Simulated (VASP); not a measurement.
A run of VASP 6.6.1 is set up as follows.

INCAR

```
SYSTEM = Ga
  PREC = Accurate
  ENCUT = 520
  EDIFF = 1E-7
  ISMEAR = 0
  SIGMA = 0.1
  LREAL = .False.
  LASPH = .True.
  NELM = 80
  ALGO = Fast
  ISIF = 2
  LWAVE = .False.
  LCHARG = .False.
  GGA = PS
  NBANDS = 34
```

The input KPOINTS:

```
regular mesh
0
Gamma
  12 12 10
  0 0 0
```

POSCAR

```
Ga
1.0
    2.3174623390     -3.8083335680      0.0000000000
    2.3174623390      3.8083335680      0.0000000000
    0.0000000000      0.0000000000      4.5110541250
Ga
4
Direct
    0.1516586153      0.8483413847      0.1338318218
    0.6516586153      0.3483413847      0.3661681782
    0.8483413847      0.1516586153      0.8661681782
    0.3483413847      0.6516586153      0.6338318218
```

Potentials or basis: VASP PAW PBE potentials, release 64 (Ga_d).

Run with:

```bash
$ cat potpaw_PBE.64/Ga_d/POTCAR > POTCAR
$ mpirun -np 1 vasp_std > vasp.out
```

(1) Estimate the band gap on the k mesh.

(2) Estimate the pressure.

## Answers

(1) zero (band 26 reaches 5.22 eV, above the bottom of band 27 at 3.34 eV).

(2) -1.3 GPa.

Caveat: the cell differs from its parent crystal (strained); the PAW data sets were made with another functional, which shifts forces and pressure a little.
